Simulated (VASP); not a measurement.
Here is a VASP 6.6.1 calculation.

The input INCAR:

```
SYSTEM = Pd
PREC = Accurate
ENCUT = 500
EDIFF = 1E-6
ISMEAR = -1
SIGMA = 0.05
LREAL = .False.
LASPH = .True.
NELM = 120
ALGO = Normal
ISIF = 2
LWAVE = .False.
LCHARG = .True.
GGA = CA
LELF = .True.
LVHAR = .True.
NBANDS = 11
GGA_COMPAT = .False.
```

KPOINTS

```
regular mesh
0
Gamma
  9 9 9
  0 0 0
```

File POSCAR:

```
Pd
1.0
    2.5255274703      0.0000000000      0.0000000000
    0.0000000000      2.5255274703      0.0000000000
    0.0000000000      0.0000000000      2.5255274703
Pd
1
Direct
    0.0000000000      0.0000000000      0.0000000000
```

Potentials or basis: VASP PAW LDA potentials, release 64 (Pd).

Run with:

```bash
$ cat potpaw_LDA.64/Pd/POTCAR > POTCAR
$ mpirun -np 1 vasp_std > vasp.out
```

Problem. Predict the pressure.

Solution. 2.6 GPa.

Problem. What does it give for the band gap on the k mesh?

Solution. Zero (band 5 reaches 9.57 eV, above the bottom of band 6 at 7.78 eV).
